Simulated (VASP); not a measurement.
# AlFe (P1) in VASP: single point with BLYP

Aim: the single point of AlFe with BLYP.

Program: VASP 6.6.1. These are calculated values, not measurements. Logs are shortened: lines on timing, memory, paths and dates and some standing lists are left out, and cuts for length are marked.

**1. The cell of the first run**

The typed cell holds 8 atoms: a = 6.688 Å, b = 5.783 Å, c = 2.956 Å, α = 91.79°, β = 90.22°, γ = 65.81°.

**2. Single point, BLYP**

Input file POSCAR:

```
AlFe
1.0
    6.0651420000      2.8175330000     -0.0144610000
   -0.0732020000      5.7814700000     -0.0913710000
    0.0156120000     -0.0456860000      2.9554600000
Fe Al
4 4
Direct
    0.2500460000      0.1273430000      0.5037360000
    0.2445090000      0.6317470000      0.4924140000
    0.7547950000      0.3630330000      0.5106040000
    0.7251140000      0.8936320000      0.5060830000
    0.0019910000      0.9909530000      0.0012380000
    0.0047040000      0.5104790000      0.0123060000
    0.5064190000      0.2297150000      0.0301150000
    0.4967600000      0.7451680000      0.0038740000
```

Input file INCAR.step1:

```
SYSTEM = AlFe
AGGAC = 1.0 ; AGGAX = 1.0
ALDAC = 0.0 ; ALDAX = 1.0
ALGO = Normal ; EDIFF = 1E-6
ENCUT = 520 ; GGA = B5
ISIF = 2 ; ISMEAR = -1
LASPH = .TRUE. ; LCHARG = .TRUE.
LMAXMIX = 4 ; LREAL = .FALSE.
LWAVE = .FALSE. ; NBANDS = 32
NELM = 100 ; PREC = Accurate
SIGMA = 0.1
```

Input file KPOINTS.step1:

```
Automatic mesh
0
Gamma
  3 4 6
  0.5 0.5 0.5
```

Input file INCAR.step2:

```
SYSTEM = AlFe
AGGAC = 1.0 ; AGGAX = 1.0
ALDAC = 0.0 ; ALDAX = 1.0
ALGO = Normal ; EDIFF = 1E-6
ENCUT = 520 ; GGA = B5
ICHARG = 11 ; ISIF = 2
ISMEAR = -5 ; LASPH = .TRUE.
LCHARG = .FALSE. ; LMAXMIX = 4
LORBIT = 10 ; LREAL = .FALSE.
LWAVE = .FALSE. ; NBANDS = 32
NEDOS = 1001 ; NELM = 100
PREC = Accurate ; SIGMA = 0.1
```

Input file KPOINTS.step2:

```
k-points
0
G
  5 6 9
  0 0 0
```

Potentials or basis: VASP PAW PBE potentials, release 64 (Fe, Al).

Run with:

```bash
> cat potpaw_PBE.64/Fe/POTCAR potpaw_PBE.64/Al/POTCAR > POTCAR
> cp INCAR.step1 INCAR
> cp KPOINTS.step1 KPOINTS
> mpirun -np 1 vasp_std > vasp.out
> cp INCAR.step2 INCAR
> cp KPOINTS.step2 KPOINTS
> mpirun -np 1 vasp_std > vasp.out
```

OUTCAR:

```text
SYSTEM = AlFe
   EDIFF = 1E-6
   ENCUT = 520
   GGA = B5
   ICHARG = 11
   ISIF = 2
   ISMEAR = -5
   LASPH = .TRUE.
   LORBIT = 10
   LREAL = .FALSE.
   NELM = 100
   PREC = Accurate

 ion  position               nearest neighbor table
   1  0.250  0.127  0.504-   7 2.48   7 2.54   5 2.56   8 2.57   6 2.59   5 2.59   6 2.63   8 2.64
                             2 2.88   4 2.90   2 2.90   3 3.02
   2  0.245  0.632  0.492-   6 2.43   5 2.50   8 2.52   8 2.53   6 2.54   5 2.54   7 2.61   7 2.81
                             1 2.88   1 2.90   3 3.12
   3  0.755  0.363  0.511-   7 2.52   5 2.56   8 2.58   5 2.59   6 2.61   7 2.62   6 2.64   8 2.68
                             4 2.80   4 2.99   1 3.02   2 3.12
   4  0.725  0.894  0.506-   7 2.39   7 2.41   8 2.50   8 2.53   5 2.58   5 2.63   6 2.64   6 2.73
                             3 2.80   1 2.90   3 2.99
   5  0.002  0.991  0.001-   2 2.50   2 2.54   3 2.56   1 2.56   4 2.58   1 2.59   3 2.59   4 2.63
                             6 2.77   6 3.01   8 3.02   7 3.02
   6  0.005  0.510  0.012-   2 2.43   2 2.54   1 2.59   3 2.61   1 2.63   3 2.64   4 2.64   4 2.73
                             5 2.77   5 3.01   7 3.07   8 3.10
   7  0.506  0.230  0.030-   4 2.39   4 2.41   1 2.48   3 2.52   1 2.54   2 2.61   3 2.62   2 2.81
                             8 2.83   8 2.96   5 3.02   6 3.07
   8  0.497  0.745  0.004-   4 2.50   2 2.52   2 2.53   4 2.53   1 2.57   3 2.58   1 2.64   3 2.68
                             7 2.83   7 2.96   5 3.02   6 3.10

  LATTYP: Found a triclinic cell.
 ALAT       =     5.7826553203
 B/A-ratio  =     1.1565014002
 C/A-ratio  =     0.5111586556
 COS(alpha) =     0.0038836921
 COS(beta)  =     0.0313185641
 COS(gamma) =     0.4097712074

  Lattice vectors:

 A1 = (  -0.0732020000,   5.7814700000,  -0.0913710000)
 A2 = (   6.0651420000,   2.8175330000,  -0.0144610000)
 A3 = (  -0.0156120000,   0.0456860000,  -2.9554600000)

Analysis of symmetry for initial positions (statically):
=====================================================================
 Subroutine PRICEL returns:
 Original cell was already a primitive cell.

 Routine SETGRP: Setting up the symmetry group for a
 triclinic supercell.

 Subroutine GETGRP returns: Found  1 space group operations
 (whereof  1 operations were pure point group operations)
 out of a pool of  2 trial point group operations.

The static configuration has the point symmetry C_1 .

Analysis of symmetry for dynamics (positions and initial velocities):
=====================================================================
 Subroutine PRICEL returns:
 Original cell was already a primitive cell.

 Routine SETGRP: Setting up the symmetry group for a
 triclinic supercell.

 Subroutine GETGRP returns: Found  1 space group operations
 (whereof  1 operations were pure point group operations)
 out of a pool of  2 trial point group operations.

The dynamic configuration has the point symmetry C_1 .

 Subroutine INISYM returns: Found  1 space group operations
 (whereof  1 operations are pure point group operations),
 and found     1 'primitive' translations

----------------------------------------------------------------------------------------

                                     Primitive cell

  volume of cell :     104.2160

  direct lattice vectors                    reciprocal lattice vectors
     6.065142000  2.817533000 -0.014461000     0.163916606  0.002062247 -0.000833999
    -0.073202000  5.781470000 -0.091371000    -0.079896056  0.172003479  0.003080904
     0.015612000 -0.045686000  2.955460000    -0.001668026  0.005327750  0.338447973

  length of vectors
     6.687648975  5.782655320  2.955854319     0.163931699  0.189678856  0.338494014

  position of ions in fractional coordinates (direct lattice)
     0.250046000  0.127343000  0.503736000
     0.244509000  0.631747000  0.492414000
     0.754795000  0.363033000  0.510604000
     0.725114000  0.893632000  0.506083000
     0.001991000  0.990953000  0.001238000
     0.004704000  0.510479000  0.012306000
     0.506419000  0.229715000  0.030115000
     0.496760000  0.745168000  0.003874000

[... 23 lines left out ...]
    -0.013316009  0.028667247  0.000513484     0.000000000  0.166666667  0.000000000
    -0.000185336  0.000591972  0.037605330     0.000000000  0.000000000  0.111111111

  Length of vectors
     0.032786340  0.031613143  0.037610446

  Shift w.r.t. Gamma in fractional coordinates (k-lattice)
     0.000000000  0.000000000  0.000000000

 TETIRR: Found    808 inequivalent tetrahedra from     1620

 Subroutine IBZKPT returns following result:
 ===========================================

 Found    136 irreducible k-points:

 Following reciprocal coordinates:
            Coordinates               Weight
  0.000000  0.000000  0.000000      1.000000
  0.200000 -0.000000  0.000000      2.000000
  0.400000 -0.000000 -0.000000      2.000000
 -0.000000  0.166667  0.000000      2.000000
  0.200000  0.166667 -0.000000      2.000000
  0.400000  0.166667  0.000000      2.000000
[... 16 lines left out ...]
  0.200000  0.166667  0.111111      2.000000
  0.400000  0.166667  0.111111      2.000000
 [... further k-points ...]
   k-points           NKPTS =    136   k-points in BZ     NKDIM =    136   number of bands    NBANDS=     32
   number of dos      NEDOS =   1001   number of ions     NIONS =      8
   total plane-waves  NPLWV =  57600
   dimension x,y,z NGX =    50 NGY =   48 NGZ =   24
   dimension x,y,z NGXF=   100 NGYF=   96 NGZF=   48
   ions per type =               4   4
   NGX,Y,Z   is equivalent  to a cutoff of  12.43, 13.80, 13.50 a.u.
   NGXF,Y,Z  is equivalent  to a cutoff of  24.86, 27.60, 27.00 a.u.
 SYSTEM =  AlFe
   PREC   = accura    normal or accurate (medium, high low for compatibility)
   ISTART =      0    job   : 0-new  1-cont  2-samecut
   ICHARG =     11    charge: 1-file 2-atom 10-const
   ISPIN  =      1    spin polarized calculation?
   LNONCOLLINEAR =      F non collinear calculations
   LSORBIT =      F    spin-orbit coupling
   LASPH  =      T    aspherical Exc in radial PAW
   ENCUT  =  520.0 eV  38.22 Ry    6.18 a.u.  12.43 10.75  5.50*2*pi/ulx,y,z
   NELM   =    100;   NELMIN=  2; NELMDL=  0     # of ELM steps
   EDIFF  = 0.1E-05   stopping-criterion for ELM
   LREAL  =      F    real-space projection
   EDIFFG = 0.1E-04   stopping-criterion for IOM
   NSW    =      0    number of steps for IOM
   IBRION =     -1    ionic relax: 0-MD 1-quasi-New 2-CG
   NFREE  =      0    steps in history (QN), initial steepest desc. (CG)
   ISIF   =      2    stress and relaxation
   ISYM   =      2    0-nonsym 1-usesym 2-fastsym
   POTIM  = 0.5000    time-step for ionic-motion
   TEBEG  =    0.0;   TEEND  =   0.0 temperature during run
   PSTRESS=    0.0 pullay stress
   NELECT =      44.0000    total number of electrons
   NUPDOWN=      -1.0000    fix difference up-down
   EMIN   =  10.00;   EMAX   =-10.00  energy-range for DOS
   EFERMI =   0.00;   METHOD = LEGACY
   ISMEAR =    -5;   SIGMA  =   0.10  broadening in eV -4-tet -1-fermi 0-gaus
   EFERMI_NEDOS =   21; number of points for ismear=-14 and -15
   IALGO  =     38    algorithm
   IMIX   =      4    mixing-type and parameters
     AMIX     =   0.40;   BMIX     =  1.00
     AMIX_MAG =   1.60;   BMIX_MAG =  1.00
  volume/ion in A,a.u.               =      13.03        87.91
  Fermi-wavevector in a.u.,A,eV,Ry     =   1.228139  2.320847 20.522023  1.508326
  Thomas-Fermi vector in A             =   2.363076
   LORBIT       =     10    0 simple, 1 ext, 2 COOP (PROOUT), +10 PAW based schemes
   GGA     = B5    functional components
   LHFCALC =     F    Hartree Fock is set to
   AEXX    =    0.0000 exact exchange contribution
   IVDW    =     0    specifies the selected vdW correction
   LEPSILON=     F    determine dielectric tensor
   LRPA    =     F    only Hartree local field effects (RPA)
 non-spin polarized calculation
 Fermi weights with tetrahedron method with Bloechl corrections
  energy-cutoff  :      520.00
  volume of cell :      104.22
 maximum number of plane-waves:      2835
 NGX is ok and might be reduce to    50

 number of electron      44.0000002 magnetization

 Free energy of the ion-electron system (eV)
  ---------------------------------------------------
  ext. energy  EPLUGINS =         0.00000000
  ---------------------------------------------------
  free energy    TOTEN  =       -41.51104508 eV

  energy without entropy =      -41.51104508  energy(sigma->0) =      -41.51104508

 E-fermi :   7.4506     XC(G=0): -11.1511

 val. band max:        7.4995857246   @ k =  -0.2000  -0.1667   0.4444
 cond. band min:       7.4183869884   @ k =   0.4000   0.3333   0.3333
 fundamental gap:     -0.0811987363
 Fermi energy:         7.4506457393

 k-point     1 :       0.0000    0.0000    0.0000
  band No.  band energies     occupation
      1      -2.2502      2.00000
      2       1.2736      2.00000
      3       1.9475      2.00000
      4       2.3874      2.00000
      5       2.4253      2.00000
      6       3.1070      2.00000
[... 829 lines left out ...]
     31      12.6457      0.00000
     32      13.7638      0.00000

 [... further k-points ...]

------------------------ aborting loop because EDIFF is reached ----------------------------------------

  FORCE on cell =-STRESS in cart. coord.  units (eV):
  Direction    XX          YY          ZZ          XY          YZ          ZX
  --------------------------------------------------------------------------------------
  -------------------------------------------------------------------------------------
  Total       -8.6499853     -4.7076468     -7.1498467      1.1077046      1.5326022     -0.2277266
  in kB     -132.9816304    -72.3735974   -109.9190616     17.0294346     23.5616509     -3.5009837
  external PRESSURE =    -105.0914298 kB  Pullay stress =       0.0000000 kB

 VOLUME and BASIS-vectors are now :
 -----------------------------------------------------------------------------
  energy-cutoff  :      520.00
  volume of cell :      104.22
      direct lattice vectors                 reciprocal lattice vectors
     6.065142000  2.817533000 -0.014461000     0.163916606  0.002062247 -0.000833999
    -0.073202000  5.781470000 -0.091371000    -0.079896056  0.172003479  0.003080904
     0.015612000 -0.045686000  2.955460000    -0.001668026  0.005327750  0.338447973

 POSITION                                       TOTAL-FORCE (eV/Angst)
 -----------------------------------------------------------------------------------
      1.51511      1.41773      1.47352        -0.278463     -0.146508      0.123894
      1.44442      4.31884      1.39405         0.321067     -0.196479      0.263527
      4.55934      4.20220      1.46498         0.022622      0.337985      0.028622
      4.34040      7.18642      1.40357         1.073587     -0.580863      0.081335
     -0.06044      5.73472     -0.08691        -0.103717      0.352690      0.044260
     -0.00865      2.96401     -0.01034        -0.417795     -0.551290     -0.169297
      3.05516      2.75357      0.06069        -0.652163      0.980729     -0.346837
      2.95843      5.70763     -0.06382         0.034863     -0.196264     -0.025503
 -----------------------------------------------------------------------------------
    total drift:                               -0.005876      0.002394     -0.002379

  FREE ENERGIE OF THE ION-ELECTRON SYSTEM (eV)
  ---------------------------------------------------
  free  energy   TOTEN  =       -41.5110450817 eV

  energy  without entropy=      -41.5110450817  energy(sigma->0) =      -41.51104508

 total charge

# of ion       s       p       d       tot
------------------------------------------
    1        0.401   0.423   6.477   7.301
    2        0.407   0.427   6.519   7.353
    3        0.394   0.404   6.451   7.250
    4        0.413   0.440   6.495   7.347
    5        0.391   0.399   0.000   0.789
    6        0.391   0.389   0.000   0.780
    7        0.399   0.410   0.000   0.808
    8        0.392   0.397   0.000   0.789
--------------------------------------------------
tot          3.187   3.289  25.942  32.417
```

Run time: 4.2 min. Hardware: 1 thread of Intel Xeon 6975P-C (Granite Rapids), shared host; peak memory 0.47 GiB.

Results:

```
Valence electrons inside the program's atomic spheres : Fe 7.30, 7.35, 7.25 (each value once); Al 0.79, 0.78, 0.81 (each value once)
```

Caveat: the PAW data sets were made with another functional, which shifts forces and pressure a little; the run has no spin polarisation, though such a crystal can be magnetic; tetrahedron occupations give inexact forces and stress in metals. Spin polarisation is off, so any magnetic state and its effect on volume and gap are missing.
